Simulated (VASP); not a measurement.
# Mo (P4/nmm) in VASP: single point with PBE

Aim: the single point of Mo with PBE.

Everything below comes from runs of VASP 6.6.1. Logs are shortened: lines on timing, memory, paths and dates and some standing lists are left out, and cuts for length are marked.

**1. The cell of the first run**

The structure is tetragonal, space group P4/nmm (No. 129). Conventional cell: a = 3.142 Å, b = 3.142 Å, c = 3.142 Å, α = 90.00°, β = 90.00°, γ = 90.00°. Within 3.4 Å of Mo (site symmetry 4mm) lie 14 Mo at 2.60 to 3.14 Å.

**2. Single point, PBE (atoms displaced along a vibrational mode)**

Contents of INCAR:

```
PREC = Accurate
ENCUT = 520
EDIFF = 1E-6
ISMEAR = 0
SIGMA = 0.15
LREAL = False
LASPH = True
NELM = 100
ALGO = Fast
ISIF = 2
LWAVE = False
LCHARG = False
GGA = PE
NBANDS = 21
```

Contents of KPOINTS:

```
regular mesh
0
Gamma
  16 16 16
```

Contents of POSCAR:

```
Mo
1.0
    0.0000000000     -3.1420000000      0.0000000000
   -3.1420000000      0.0000000000      0.0000000000
    0.0000000000      0.0000000000     -3.1420000000
Mo
2
Direct
    0.5000000000      0.5000000000      0.4641947804
    0.0000000000      0.0000000000      0.0358052196
```

Potentials or basis: VASP PAW PBE potentials, release 64 (Mo_sv).

The run is started by

```console
$ cat potpaw_PBE.64/Mo_sv/POTCAR > POTCAR
$ mpirun -np 1 vasp_std > vasp.out
```

OUTCAR:

```text
PREC = Accurate
   ENCUT = 520
   EDIFF = 1E-6
   ISMEAR = 0
   LREAL = False
   LASPH = True
   NELM = 100
   ISIF = 2
   GGA = PE

 ion  position               nearest neighbor table
   1  0.500  0.500  0.464-   2 2.60   2 2.60   2 2.60   2 2.60   2 2.86   2 2.86   2 2.86   2 2.86

   2  0.000  0.000  0.036-   1 2.60   1 2.60   1 2.60   1 2.60   1 2.86   1 2.86   1 2.86   1 2.86

  LATTYP: Found a simple cubic cell.
 ALAT       =     3.1420000000

  Lattice vectors:

 A1 = (   0.0000000000,  -3.1420000000,   0.0000000000)
 A2 = (  -3.1420000000,   0.0000000000,   0.0000000000)
 A3 = (   0.0000000000,   0.0000000000,  -3.1420000000)

Analysis of symmetry for initial positions (statically):
=====================================================================
 Subroutine PRICEL returns:
 Original cell was already a primitive cell.

 Routine SETGRP: Setting up the symmetry group for a
 simple cubic supercell.

 Subroutine GETGRP returns: Found 16 space group operations
 (whereof  8 operations were pure point group operations)
 out of a pool of 48 trial point group operations.

The static configuration has the point symmetry C_4v.
 The point group associated with its full space group is D_4h.

Analysis of symmetry for dynamics (positions and initial velocities):
=====================================================================
 Subroutine PRICEL returns:
 Original cell was already a primitive cell.

 Routine SETGRP: Setting up the symmetry group for a
 simple cubic supercell.

 Subroutine GETGRP returns: Found 16 space group operations
 (whereof  8 operations were pure point group operations)
 out of a pool of 48 trial point group operations.

The dynamic configuration has the point symmetry C_4v.
 The point group associated with its full space group is D_4h.

 Subroutine INISYM returns: Found 16 space group operations
 (whereof  8 operations are pure point group operations),
 and found     1 'primitive' translations

----------------------------------------------------------------------------------------

                                     Primitive cell

  volume of cell :      31.0183

  direct lattice vectors                    reciprocal lattice vectors
     0.000000000 -3.142000000  0.000000000     0.000000000 -0.318268619  0.000000000
    -3.142000000  0.000000000  0.000000000    -0.318268619  0.000000000  0.000000000
     0.000000000  0.000000000 -3.142000000     0.000000000  0.000000000 -0.318268619

  length of vectors
     3.142000000  3.142000000  3.142000000     0.318268619  0.318268619  0.318268619

  position of ions in fractional coordinates (direct lattice)
     0.500000000  0.500000000  0.464194780
     0.000000000  0.000000000  0.035805220

  ion indices of the primitive-cell ions
   primitive index   ion index
                 1           1
                 2           2

----------------------------------------------------------------------------------------

 KPOINTS: regular mesh

Automatic generation of k-mesh.
 Grid dimensions read from file:
 generate k-points for:   16   16   16

 Generating k-lattice:

  Cartesian coordinates                     Fractional coordinates (reciprocal lattice)
     0.000000000 -0.019891789  0.000000000     0.062500000  0.000000000  0.000000000
    -0.019891789  0.000000000  0.000000000     0.000000000  0.062500000  0.000000000
     0.000000000  0.000000000 -0.019891789     0.000000000  0.000000000  0.062500000

  Length of vectors
     0.019891789  0.019891789  0.019891789

  Shift w.r.t. Gamma in fractional coordinates (k-lattice)
     0.000000000  0.000000000  0.000000000

 Subroutine IBZKPT returns following result:
 ===========================================

 Found    405 irreducible k-points:

 Following reciprocal coordinates:
            Coordinates               Weight
  0.000000  0.000000  0.000000      1.000000
  0.062500  0.000000  0.000000      4.000000
  0.000000  0.000000  0.062500      2.000000
  0.125000  0.000000  0.000000      4.000000
  0.000000  0.000000  0.125000      2.000000
  0.187500  0.000000  0.000000      4.000000
[... 16 lines left out ...]
  0.187500  0.062500  0.000000      8.000000
  0.000000  0.187500  0.062500      8.000000
 [... further k-points ...]
   k-points           NKPTS =    405   k-points in BZ     NKDIM =    405   number of bands    NBANDS=     21
   number of dos      NEDOS =    301   number of ions     NIONS =      2
   total plane-waves  NPLWV =  13824
   dimension x,y,z NGX =    24 NGY =   24 NGZ =   24
   dimension x,y,z NGXF=    48 NGYF=   48 NGZF=   48
   ions per type =               2
   NGX,Y,Z   is equivalent  to a cutoff of  12.70, 12.70, 12.70 a.u.
   NGXF,Y,Z  is equivalent  to a cutoff of  25.40, 25.40, 25.40 a.u.
 SYSTEM =  unknown system
   PREC   = accura    normal or accurate (medium, high low for compatibility)
   ISTART =      0    job   : 0-new  1-cont  2-samecut
   ICHARG =      2    charge: 1-file 2-atom 10-const
   ISPIN  =      1    spin polarized calculation?
   LNONCOLLINEAR =      F non collinear calculations
   LSORBIT =      F    spin-orbit coupling
   LASPH  =      T    aspherical Exc in radial PAW
   ENCUT  =  520.0 eV  38.22 Ry    6.18 a.u.   5.84  5.84  5.84*2*pi/ulx,y,z
   NELM   =    100;   NELMIN=  2; NELMDL= -5     # of ELM steps
   EDIFF  = 0.1E-05   stopping-criterion for ELM
   LREAL  =      F    real-space projection
   EDIFFG = 0.1E-04   stopping-criterion for IOM
   NSW    =      0    number of steps for IOM
   IBRION =     -1    ionic relax: 0-MD 1-quasi-New 2-CG
   NFREE  =      0    steps in history (QN), initial steepest desc. (CG)
   ISIF   =      2    stress and relaxation
   ISYM   =      2    0-nonsym 1-usesym 2-fastsym
   POTIM  = 0.5000    time-step for ionic-motion
   TEBEG  =    0.0;   TEEND  =   0.0 temperature during run
   PSTRESS=    0.0 pullay stress
   NELECT =      28.0000    total number of electrons
   NUPDOWN=      -1.0000    fix difference up-down
   EMIN   =  10.00;   EMAX   =-10.00  energy-range for DOS
   EFERMI =   0.00;   METHOD = LEGACY
   ISMEAR =     0;   SIGMA  =   0.15  broadening in eV -4-tet -1-fermi 0-gaus
   EFERMI_NEDOS =   21; number of points for ismear=-14 and -15
   IALGO  =     68    algorithm
   IMIX   =      4    mixing-type and parameters
     AMIX     =   0.40;   BMIX     =  1.00
     AMIX_MAG =   1.60;   BMIX_MAG =  1.00
  volume/ion in A,a.u.               =      15.51       104.66
  Fermi-wavevector in a.u.,A,eV,Ry     =   1.582176  2.989878 34.059184  2.503279
  Thomas-Fermi vector in A             =   2.682139
   LORBIT       =      0    0 simple, 1 ext, 2 COOP (PROOUT), +10 PAW based schemes
   GGA     = PE    functional components
   LHFCALC =     F    Hartree Fock is set to
   AEXX    =    0.0000 exact exchange contribution
   IVDW    =     0    specifies the selected vdW correction
   LEPSILON=     F    determine dielectric tensor
   LRPA    =     F    only Hartree local field effects (RPA)
 non-spin polarized calculation
 RMM-DIIS sequential band-by-band and
 Gauss-broadening in eV      SIGMA  =   0.15
  energy-cutoff  :      520.00
  volume of cell :       31.02
 maximum number of plane-waves:       861
 NGX is ok and might be reduce to    24
   NGX = 11   NGY = 11   NGZ = 11

 number of electron      28.0000001 magnetization

 Free energy of the ion-electron system (eV)
  ---------------------------------------------------
  ext. energy  EPLUGINS =         0.00000000
  ---------------------------------------------------
  free energy    TOTEN  =       -21.69571577 eV

  energy without entropy =      -21.68510980  energy(sigma->0) =      -21.69041278

 E-fermi :  12.5608     XC(G=0): -13.4111

 val. band max:       12.5412504966   @ k =   0.5000   0.4375   0.1875
 cond. band min:      12.5704828104   @ k =   0.3750   0.1250   0.5000
 fundamental gap:      0.0292323138
 Fermi energy:        12.5608161420

 k-point     1 :       0.0000    0.0000    0.0000
  band No.  band energies     occupation
      1     -48.5461      2.00000
      2     -48.0233      2.00000
      3     -22.8273      2.00000
      4     -22.8273      2.00000
      5     -22.7378      2.00000
      6     -21.8138      2.00000
[... 13 lines left out ...]
     20      21.8947      0.00000
     21      21.8947      0.00000

 k-point     2 :       0.0625    0.0000    0.0000
  band No.  band energies     occupation
      1     -48.5405      2.00000
      2     -48.0276      2.00000
      3     -22.8296      2.00000
      4     -22.8165      2.00000
      5     -22.7310      2.00000
      6     -21.8194      2.00000
[... 13 lines left out ...]
     20      21.6344      0.00000
     21      22.2595      0.00000

 k-point     3 :       0.0000    0.0000    0.0625
  band No.  band energies     occupation
      1     -48.5417      2.00000
      2     -48.0263      2.00000
      3     -22.8190      2.00000
      4     -22.8190      2.00000
      5     -22.7393      2.00000
      6     -21.8337      2.00000
[... 13 lines left out ...]
     20      22.2217      0.00000
     21      22.2270      0.00000

 k-point     4 :       0.1250    0.0000    0.0000
  band No.  band energies     occupation
      1     -48.5238      2.00000
      2     -48.0405      2.00000
      3     -22.8352      2.00000
      4     -22.7844      2.00000
      5     -22.7118      2.00000
      6     -21.8362      2.00000
[... 13 lines left out ...]
     20      20.9515      0.00000
     21      23.1821      0.00000

 k-point     5 :       0.0000    0.0000    0.1250
  band No.  band energies     occupation
      1     -48.5287      2.00000
      2     -48.0354      2.00000
      3     -22.7945      2.00000
      4     -22.7945      2.00000
      5     -22.7428      2.00000
      6     -21.8910      2.00000
[... 13 lines left out ...]
     20      21.6549      0.00000
     21      23.0752      0.00000

 k-point     6 :       0.1875    0.0000    0.0000
  band No.  band energies     occupation
      1     -48.4969      2.00000
      2     -48.0617      2.00000
      3     -22.8400      2.00000
      4     -22.7323      2.00000
      5     -22.6829      2.00000
      6     -21.8709      2.00000
[... 13 lines left out ...]
     20      20.0351      0.00000
     21      24.1841      0.00000

 k-point     7 :       0.0000    0.0000    0.1875
  band No.  band energies     occupation
      1     -48.5082      2.00000
      2     -48.0499      2.00000
      3     -22.7557      2.00000
      4     -22.7557      2.00000
      5     -22.7447      2.00000
      6     -21.9796      2.00000
[... 13 lines left out ...]
     20      20.7297      0.00000
     21      24.2507      0.00000
[... 291 lines left out ...]
      1     -48.5185      2.00000
      2     -48.0444      2.00000
      3     -22.8621      2.00000
      4     -22.7504      2.00000
      5     -22.7060      2.00000
      6     -21.8446      2.00000
[... 13 lines left out ...]
     20      21.2241      0.00000
     21      22.9442      0.00000

 k-point    21 :       0.0000    0.1250    0.0625
  band No.  band energies     occupation
      1     -48.5196      2.00000
      2     -48.0432      2.00000
      3     -22.8447      2.00000
      4     -22.7766      2.00000
      5     -22.6975      2.00000
      6     -21.8841      2.00000
[... 13 lines left out ...]
     20      21.2502      0.00000
     21      23.1045      0.00000

 k-point    22 :       0.0625    0.0000    0.1250
  band No.  band energies     occupation
      1     -48.5233      2.00000
      2     -48.0394      2.00000
      3     -22.8238      2.00000
      4     -22.7842      2.00000
      5     -22.7110      2.00000
      6     -21.9130      2.00000
[... 13 lines left out ...]
     20      21.8203      0.00000
     21      22.8194      0.00000

 k-point    23 :       0.1875    0.0625    0.0000
  band No.  band energies     occupation
      1     -48.4920      2.00000
      2     -48.0651      2.00000
      3     -22.8733      2.00000
      4     -22.6940      2.00000
      5     -22.6784      2.00000
      6     -21.9372      2.00000
[... 13 lines left out ...]
     20      20.2920      0.00000
     21      24.1365      0.00000

 k-point    24 :       0.0000    0.1875    0.0625
  band No.  band energies     occupation
      1     -48.4930      2.00000
      2     -48.0641      2.00000
      3     -22.8594      2.00000
      4     -22.7251      2.00000
      5     -22.6622      2.00000
      6     -21.9492      2.00000
[... 13 lines left out ...]
     20      20.3138      0.00000
     21      23.9233      0.00000

 [... further k-points ...]

------------------------ aborting loop because EDIFF is reached ----------------------------------------

  FORCE on cell =-STRESS in cart. coord.  units (eV):
  Direction    XX          YY          ZZ          XY          YZ          ZX
  --------------------------------------------------------------------------------------
  -------------------------------------------------------------------------------------
  Total        1.8037541      1.8037541      1.6196288      0.0000000      0.0000000      0.0000000
  in kB       93.1685571     93.1685571     83.6580111      0.0000000      0.0000000      0.0000000
  external PRESSURE =      89.9983751 kB  Pullay stress =       0.0000000 kB

 VOLUME and BASIS-vectors are now :
 -----------------------------------------------------------------------------
  energy-cutoff  :      520.00
  volume of cell :       31.02
      direct lattice vectors                 reciprocal lattice vectors
     0.000000000 -3.142000000  0.000000000     0.000000000 -0.318268619  0.000000000
    -3.142000000  0.000000000  0.000000000    -0.318268619  0.000000000  0.000000000
     0.000000000  0.000000000 -3.142000000     0.000000000  0.000000000 -0.318268619

 POSITION                                       TOTAL-FORCE (eV/Angst)
 -----------------------------------------------------------------------------------
     -1.57100     -1.57100     -1.45850         0.000000     -0.000000     -1.723498
      0.00000      0.00000     -0.11250        -0.000000      0.000000      1.723498
 -----------------------------------------------------------------------------------
    total drift:                                0.000000     -0.000000     -0.000000

  FREE ENERGIE OF THE ION-ELECTRON SYSTEM (eV)
  ---------------------------------------------------
  free  energy   TOTEN  =       -21.6957157665 eV

  energy  without entropy=      -21.6851097993  energy(sigma->0) =      -21.69041278
```

Run time: 88 s. Hardware: 1 thread of Intel Xeon Platinum 8375C at 2.90GHz (Ice Lake), shared host; peak memory 0.3 GiB.

What came out:

- Free energy: -21.6957 eV
- Pressure: 9.0 GPa
- Largest force: 1.723 eV/Å
- Band gap on the k mesh: zero (bands 14 and 15 overlap by 2.13 eV)

Forces on the atoms (eV/Å):
```
Mo   0.000  0.000 -1.723
Mo   0.000  0.000  1.723
```

Stress tensor (GPa, compression positive):
```
9.32 0.00 0.00
0.00 9.32 0.00
0.00 0.00 8.37
```

Caveat: the cell differs from its parent crystal (atoms displaced along a vibrational mode); the cell stands under pressure; forces of over 1 eV/Å act on the atoms, so gaps and moduli don't describe the material at rest.
